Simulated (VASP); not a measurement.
# ZnS (sol) (F-43m) in VASP: notebook

ZnS (sol) is run at these levels: PBEsol; tasks: single point, relaxation of cell and atoms.

Everything below comes from runs of VASP 6.6.1. Logs are shortened: lines on timing, memory, paths and dates and some standing lists are left out, and cuts for length are marked.

### Step 1. The cell of the first run

It takes space group F-43m (No. 216, cubic). The conventional cell has a = 5.356 Å, b = 5.356 Å, c = 5.356 Å, α = 90.00°, β = 90.00°, γ = 90.00°. Zn (site symmetry -43m) has 4 S at 2.32 Å within 3.1 Å. S (site symmetry -43m) has 4 Zn at 2.32 Å within 3.1 Å.

### Step 2. Single point, PBEsol

File INCAR:

```
PREC     = Accurate       # precision mode
ENCUT    = 520            # plane-wave cutoff, eV
EDIFF    = 1E-7           # SCF threshold, eV
ISMEAR   = 0              # smearing method
SIGMA    = 0.02           # smearing width, eV
LREAL    = False          # projectors in reciprocal space
LASPH    = True           # aspherical terms in the spheres
NELM     = 80             # most SCF steps
ALGO     = Normal         # electronic algorithm
ISIF     = 2              # what is computed and relaxed
LWAVE    = False          # write WAVECAR
LCHARG   = False          # write CHGCAR
GGA      = PS             # functional
NBANDS   = 16             # bands
```

File KPOINTS:

```
regular mesh
0
Gamma
  10 10 10
```

File POSCAR:

```
ZnS
1.0
    0.0000000000      2.6781727832      2.6781727832
    2.6781727832      0.0000000000      2.6781727832
    2.6781727832      2.6781727832      0.0000000000
Zn S
1 1
Direct
    0.0000000000      0.0000000000      0.0000000000
    0.7500000000      0.7500000000      0.7500000000
```

Potentials or basis: VASP PAW PBE potentials, release 64 (Zn, S).

Command:

```console
$ cat potpaw_PBE.64/Zn/POTCAR potpaw_PBE.64/S/POTCAR > POTCAR
$ mpirun -np 1 vasp_std > vasp.out
```

OUTCAR:

```text
PREC = Accurate
   ENCUT = 520
   EDIFF = 1E-7
   ISMEAR = 0
   LREAL = False
   LASPH = True
   NELM = 80
   ISIF = 2
   GGA = PS

 ion  position               nearest neighbor table
   1  0.000  0.000  0.000-   2 2.32   2 2.32   2 2.32   2 2.32
   2  0.750  0.750  0.750-   1 2.32   1 2.32   1 2.32   1 2.32

  LATTYP: Found a face centered cubic cell.
 ALAT       =     5.3563455664

  Lattice vectors:

 A1 = (   0.0000000000,   2.6781727832,   2.6781727832)
 A2 = (   2.6781727832,   0.0000000000,   2.6781727832)
 A3 = (   2.6781727832,   2.6781727832,   0.0000000000)

Analysis of symmetry for initial positions (statically):
=====================================================================
 Subroutine PRICEL returns:
 Original cell was already a primitive cell.

 Routine SETGRP: Setting up the symmetry group for a
 face centered cubic supercell.

 Subroutine GETGRP returns: Found 24 space group operations
 (whereof 24 operations were pure point group operations)
 out of a pool of 48 trial point group operations.

The static configuration has the point symmetry T_d .

Analysis of symmetry for dynamics (positions and initial velocities):
=====================================================================
 Subroutine PRICEL returns:
 Original cell was already a primitive cell.

 Routine SETGRP: Setting up the symmetry group for a
 face centered cubic supercell.

 Subroutine GETGRP returns: Found 24 space group operations
 (whereof 24 operations were pure point group operations)
 out of a pool of 48 trial point group operations.

The dynamic configuration has the point symmetry T_d .

 Subroutine INISYM returns: Found 24 space group operations
 (whereof 24 operations are pure point group operations),
 and found     1 'primitive' translations

----------------------------------------------------------------------------------------

                                     Primitive cell

  volume of cell :      38.4190

  direct lattice vectors                    reciprocal lattice vectors
     0.000000000  2.678172783  2.678172783    -0.186694452  0.186694452  0.186694452
     2.678172783  0.000000000  2.678172783     0.186694452 -0.186694452  0.186694452
     2.678172783  2.678172783  0.000000000     0.186694452  0.186694452 -0.186694452

  length of vectors
     3.787508272  3.787508272  3.787508272     0.323364276  0.323364276  0.323364276

  position of ions in fractional coordinates (direct lattice)
     0.000000000  0.000000000  0.000000000
     0.750000000  0.750000000  0.750000000

  ion indices of the primitive-cell ions
   primitive index   ion index
                 1           1
                 2           2

----------------------------------------------------------------------------------------

 KPOINTS: regular mesh

Automatic generation of k-mesh.
 Grid dimensions read from file:
 generate k-points for:   10   10   10

 Generating k-lattice:

  Cartesian coordinates                     Fractional coordinates (reciprocal lattice)
    -0.018669445  0.018669445  0.018669445     0.100000000  0.000000000  0.000000000
     0.018669445 -0.018669445  0.018669445     0.000000000  0.100000000  0.000000000
     0.018669445  0.018669445 -0.018669445     0.000000000  0.000000000  0.100000000

  Length of vectors
     0.032336428  0.032336428  0.032336428

  Shift w.r.t. Gamma in fractional coordinates (k-lattice)
     0.000000000  0.000000000  0.000000000

 Subroutine IBZKPT returns following result:
 ===========================================

 Found     47 irreducible k-points:

 Following reciprocal coordinates:
            Coordinates               Weight
  0.000000  0.000000  0.000000      1.000000
  0.100000  0.000000  0.000000      8.000000
  0.200000  0.000000  0.000000      8.000000
  0.300000  0.000000  0.000000      8.000000
  0.400000  0.000000  0.000000      8.000000
  0.500000  0.000000  0.000000      4.000000
[... 16 lines left out ...]
  0.300000  0.300000  0.000000      6.000000
  0.400000  0.300000  0.000000     24.000000
 [... further k-points ...]
   k-points           NKPTS =     47   k-points in BZ     NKDIM =     47   number of bands    NBANDS=     16
   number of dos      NEDOS =    301   number of ions     NIONS =      2
   total plane-waves  NPLWV =  21952
   dimension x,y,z NGX =    28 NGY =   28 NGZ =   28
   dimension x,y,z NGXF=    56 NGYF=   56 NGZF=   56
   ions per type =               1   1
   NGX,Y,Z   is equivalent  to a cutoff of  12.29, 12.29, 12.29 a.u.
   NGXF,Y,Z  is equivalent  to a cutoff of  24.58, 24.58, 24.58 a.u.
 SYSTEM =  unknown system
   PREC   = accura    normal or accurate (medium, high low for compatibility)
   ISTART =      0    job   : 0-new  1-cont  2-samecut
   ICHARG =      2    charge: 1-file 2-atom 10-const
   ISPIN  =      1    spin polarized calculation?
   LNONCOLLINEAR =      F non collinear calculations
   LSORBIT =      F    spin-orbit coupling
   LASPH  =      T    aspherical Exc in radial PAW
   ENCUT  =  520.0 eV  38.22 Ry    6.18 a.u.   7.04  7.04  7.04*2*pi/ulx,y,z
   NELM   =     80;   NELMIN=  2; NELMDL= -5     # of ELM steps
   EDIFF  = 0.1E-06   stopping-criterion for ELM
   LREAL  =      F    real-space projection
   EDIFFG = 0.1E-05   stopping-criterion for IOM
   NSW    =      0    number of steps for IOM
   IBRION =     -1    ionic relax: 0-MD 1-quasi-New 2-CG
   NFREE  =      0    steps in history (QN), initial steepest desc. (CG)
   ISIF   =      2    stress and relaxation
   ISYM   =      2    0-nonsym 1-usesym 2-fastsym
   POTIM  = 0.5000    time-step for ionic-motion
   TEBEG  =    0.0;   TEEND  =   0.0 temperature during run
   PSTRESS=    0.0 pullay stress
   NELECT =      18.0000    total number of electrons
   NUPDOWN=      -1.0000    fix difference up-down
   EMIN   =  10.00;   EMAX   =-10.00  energy-range for DOS
   EFERMI =   0.00;   METHOD = LEGACY
   ISMEAR =     0;   SIGMA  =   0.02  broadening in eV -4-tet -1-fermi 0-gaus
   EFERMI_NEDOS =   21; number of points for ismear=-14 and -15
   IALGO  =     38    algorithm
   IMIX   =      4    mixing-type and parameters
     AMIX     =   0.40;   BMIX     =  1.00
     AMIX_MAG =   1.60;   BMIX_MAG =  1.00
  volume/ion in A,a.u.               =      19.21       129.63
  Fermi-wavevector in a.u.,A,eV,Ry     =   1.271502  2.402791 21.996778  1.616718
  Thomas-Fermi vector in A             =   2.404432
   LORBIT       =      0    0 simple, 1 ext, 2 COOP (PROOUT), +10 PAW based schemes
   GGA     = PS    functional components
   LHFCALC =     F    Hartree Fock is set to
   AEXX    =    0.0000 exact exchange contribution
   IVDW    =     0    specifies the selected vdW correction
   LEPSILON=     F    determine dielectric tensor
   LRPA    =     F    only Hartree local field effects (RPA)
 non-spin polarized calculation
 Gauss-broadening in eV      SIGMA  =   0.02
  energy-cutoff  :      520.00
  volume of cell :       38.42
 maximum number of plane-waves:      1056
   NGX = 15   NGY = 15   NGZ = 15

 number of electron      18.0000016 magnetization

 Free energy of the ion-electron system (eV)
  ---------------------------------------------------
  ext. energy  EPLUGINS =         0.00000000
  ---------------------------------------------------
  free energy    TOTEN  =        -7.58892051 eV

  energy without entropy =       -7.58892051  energy(sigma->0) =       -7.58892051

 E-fermi :   2.4110     XC(G=0):  -9.9750

 val. band max:        2.2649718675   @ k =   0.0000   0.0000   0.0000
 cond. band min:       4.3582674379   @ k =   0.0000   0.0000   0.0000
 fundamental gap:      2.0932955703
 Fermi energy:         2.4109619231

 k-point     1 :       0.0000    0.0000    0.0000
  band No.  band energies     occupation
      1     -11.0802      2.00000
      2      -4.2179      2.00000
      3      -4.2179      2.00000
      4      -4.2179      2.00000
      5      -3.6867      2.00000
      6      -3.6867      2.00000
[... 8 lines left out ...]
     15      14.0321      0.00000
     16      14.0534      0.00000

 k-point     2 :       0.1000    0.0000    0.0000
  band No.  band energies     occupation
      1     -10.9999      2.00000
      2      -4.2206      2.00000
      3      -4.2032      2.00000
      4      -4.2032      2.00000
      5      -3.6881      2.00000
      6      -3.6881      2.00000
[... 8 lines left out ...]
     15      13.5527      0.00000
     16      14.6518      0.00000

 k-point     3 :       0.2000    0.0000    0.0000
  band No.  band energies     occupation
      1     -10.7776      2.00000
      2      -4.2100      2.00000
      3      -4.1671      2.00000
      4      -4.1671      2.00000
      5      -3.6884      2.00000
      6      -3.6884      2.00000
[... 8 lines left out ...]
     15      13.1100      0.00000
     16      14.6460      0.00000

 k-point     4 :       0.3000    0.0000    0.0000
  band No.  band energies     occupation
      1     -10.4740      2.00000
      2      -4.1303      2.00000
      3      -4.1286      2.00000
      4      -4.1286      2.00000
      5      -3.6795      2.00000
      6      -3.6795      2.00000
[... 8 lines left out ...]
     15      13.4950      0.00000
     16      14.0692      0.00000

 k-point     5 :       0.4000    0.0000    0.0000
  band No.  band energies     occupation
      1     -10.1984      2.00000
      2      -4.1041      2.00000
      3      -4.1041      2.00000
      4      -3.8937      2.00000
      5      -3.6630      2.00000
      6      -3.6630      2.00000
[... 8 lines left out ...]
     15      14.6788      0.00000
     16      14.6788      0.00000

 k-point     6 :       0.5000    0.0000    0.0000
  band No.  band energies     occupation
      1     -10.0844      2.00000
      2      -4.0967      2.00000
      3      -4.0967      2.00000
      4      -3.6541      2.00000
      5      -3.6541      2.00000
      6      -3.4814      2.00000
[... 8 lines left out ...]
     15      15.7228      0.00000
     16      15.7228      0.00000
[... 267 lines left out ...]
 k-point    21 :      -0.3000    0.2000    0.0000
  band No.  band energies     occupation
      1     -10.1121      2.00000
      2      -4.0937      2.00000
      3      -4.0557      2.00000
      4      -3.9307      2.00000
      5      -3.6986      2.00000
      6      -3.6228      2.00000
[... 8 lines left out ...]
     15      15.4814      0.00000
     16      16.7581      0.00000

 k-point    22 :      -0.2000    0.2000    0.0000
  band No.  band energies     occupation
      1     -10.3712      2.00000
      2      -4.1285      2.00000
      3      -4.1020      2.00000
      4      -4.0964      2.00000
      5      -3.7109      2.00000
      6      -3.6465      2.00000
[... 8 lines left out ...]
     15      15.1670      0.00000
     16      16.8716      0.00000

 k-point    23 :       0.3000    0.3000    0.0000
  band No.  band energies     occupation
      1     -10.2705      2.00000
      2      -4.2958      2.00000
      3      -4.0055      2.00000
      4      -4.0055      2.00000
      5      -3.7235      2.00000
      6      -3.6333      2.00000
[... 8 lines left out ...]
     15      15.1253      0.00000
     16      18.9586      0.00000

 k-point    24 :       0.4000    0.3000    0.0000
  band No.  band energies     occupation
      1     -10.0529      2.00000
      2      -4.2640      2.00000
      3      -3.9575      2.00000
      4      -3.9496      2.00000
      5      -3.6666      2.00000
      6      -3.6250      2.00000
[... 8 lines left out ...]
     15      15.6871      0.00000
     16      18.2060      0.00000

 [... further k-points ...]
[... 5 lines left out ...]
  --------------------------------------------------------------------------------------
  -------------------------------------------------------------------------------------
  Total        0.0501416      0.0501416      0.0501416      0.0000000     -0.0000000      0.0000000
  in kB        2.0910452      2.0910452      2.0910452      0.0000000     -0.0000000      0.0000000
  external PRESSURE =       2.0910452 kB  Pullay stress =       0.0000000 kB

 VOLUME and BASIS-vectors are now :
 -----------------------------------------------------------------------------
  energy-cutoff  :      520.00
  volume of cell :       38.42
      direct lattice vectors                 reciprocal lattice vectors
     0.000000000  2.678172783  2.678172783    -0.186694452  0.186694452  0.186694452
     2.678172783  0.000000000  2.678172783     0.186694452 -0.186694452  0.186694452
     2.678172783  2.678172783  0.000000000     0.186694452  0.186694452 -0.186694452

 POSITION                                       TOTAL-FORCE (eV/Angst)
 -----------------------------------------------------------------------------------
      0.00000      0.00000      0.00000        -0.000000     -0.000000     -0.000000
      4.01726      4.01726      4.01726         0.000000      0.000000      0.000000
 -----------------------------------------------------------------------------------
    total drift:                               -0.000002     -0.000002     -0.000002

  FREE ENERGIE OF THE ION-ELECTRON SYSTEM (eV)
  ---------------------------------------------------
  free  energy   TOTEN  =        -7.5889205130 eV

  energy  without entropy=       -7.5889205130  energy(sigma->0) =       -7.58892051
```

Wall time 24 s (1 thread of Intel Xeon 6975P-C, shared host); peak memory 0.17 GiB.

What came out:

```
Free energy            : -7.5889 eV
Pressure               : 0.2 GPa
Band gap on the k mesh : 2.09 eV, direct
```

Caveat: the PAW data sets were made with another functional, which shifts forces and pressure a little. Expect the measured gap to be larger: semilocal functionals such as PBEsol lack the derivative discontinuity.

### Step 3. Single point, PBEsol

This run uses another cell than the first one, of 19.55 Å³/atom, 1.017 times its volume.

File INCAR:

```
  ALGO = Normal
  EDIFF = 1E-7
  ENCUT = 520
  GGA = PS
  ISIF = 2
  ISMEAR = 0
  LASPH = True
  LCHARG = False
  LREAL = False
  LWAVE = False
  NBANDS = 16
  NELM = 60
  PREC = Accurate
  SIGMA = 0.1
```

File KPOINTS:

```
k-points
0
Gamma
  6 6 6
```

File POSCAR:

```
ZnS
1.0
    0.0000000000      2.6936828800      2.6936828800
    2.6936828800      0.0000000000      2.6936828800
    2.6936828800      2.6936828800      0.0000000000
Zn S
1 1
Direct
    0.0000000000      0.0000000000      0.0000000000
    0.7500000000      0.7500000000      0.7500000000
```

Potentials or basis: VASP PAW PBE potentials, release 64 (Zn, S).

Command:

```console
$ cat potpaw_PBE.64/Zn/POTCAR potpaw_PBE.64/S/POTCAR > POTCAR
$ mpirun -np 1 vasp_std > vasp.out
```

It took 18 s on 1 thread of Intel Xeon 8259CL, shared host; peak memory 0.15 GiB.

The run converged. Its results:

```yaml
Free_energy: -7.5835 eV
Pressure: -1.1 GPa
Band_gap_on_the_k_mesh: 2.02 eV, direct
```

Levels at points of the mesh, in eV from the valence-band top:
| k point | band 7 | band 8 | band 9 | band 10 | band 11 | band 12 |
| --- | --- | --- | --- | --- | --- | --- |
| (0.00, 0.00, 0.00) | 0.00 | 0.00 | 0.00 | 2.02 | 6.30 | 6.30 |
| (0.50, 0.00, 0.00) | -5.43 | -0.89 | -0.89 | 3.21 | 6.83 | 6.83 |
| (0.50, 0.50, 0.00) | -4.65 | -2.28 | -2.28 | 3.22 | 3.96 | 10.90 |

Caveat: the PAW data sets were made with another functional, which shifts forces and pressure a little. As with any semilocal functional, this PBEsol gap is likely too small.

(Part 1 of 2 ends here.)
